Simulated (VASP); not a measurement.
Wanted: the native input for a VASP 6.6.1 run.

* Task: single point
* Functional: PBE
* Dispersion: D4
* Potentials or basis: VASP PAW PBE potentials, release 64 (Hf_pv)
* Cutoff: 520 eV
* k mesh: 10 × 10 × 5
* Occupations: fermi-dirac, width 0.05 eV
* Spin: no spin polarisation
* Dipole correction: no
* Further INCAR settings: ALGO = Normal; EDIFF = 1e-06; NBANDS = 17

The structure of Hf lies in POSCAR:

```
Hf
1.0
    3.1899922763      0.0000000000      0.0000000000
   -1.5949961382      2.7626143492      0.0000000000
    0.0000000000      0.0000000000      5.0372018287
Hf
2
Direct
    0.6666666667      0.3333333333      0.7500000000
    0.3333333333      0.6666666667      0.2500000000
```

These files were run (other wordings do the same):

INCAR

```
SYSTEM = Hf
PREC = Accurate
ENCUT = 520
EDIFF = 1E-6
ISMEAR = -1
SIGMA = 0.05
LREAL = .FALSE.
LASPH = .TRUE.
NELM = 100
ALGO = Normal
ISIF = 2
LWAVE = .FALSE.
LCHARG = .FALSE.
GGA = PE
IVDW = 13
NBANDS = 17
```

KPOINTS

```
regular mesh
0
G
  10 10 5
  0 0 0
```

Potentials or basis: VASP PAW PBE potentials, release 64 (Hf_pv).

Command:

```console
$ cat potpaw_PBE.64/Hf_pv/POTCAR > POTCAR
$ mpirun -np 1 vasp_std > vasp.out
```

It gave:

| Quantity | Value |
| --- | --- |
| Pressure | -0.5 GPa |
| Band gap on the k mesh | zero (band 10 reaches 6.15 eV, above the bottom of band 11 at 4.65 eV) |
| Dispersion energy per atom | -0.211 eV |

Caveat: spin-orbit coupling is left out, which moves the levels of the heavy elements; pairwise dispersion overbinds metals, which lowers pressure and volume.

Wall time 9 s on 1 thread of Intel(R) Xeon(R) 6975P-C (Granite Rapids), on a shared host, peak memory 0.17 GiB.
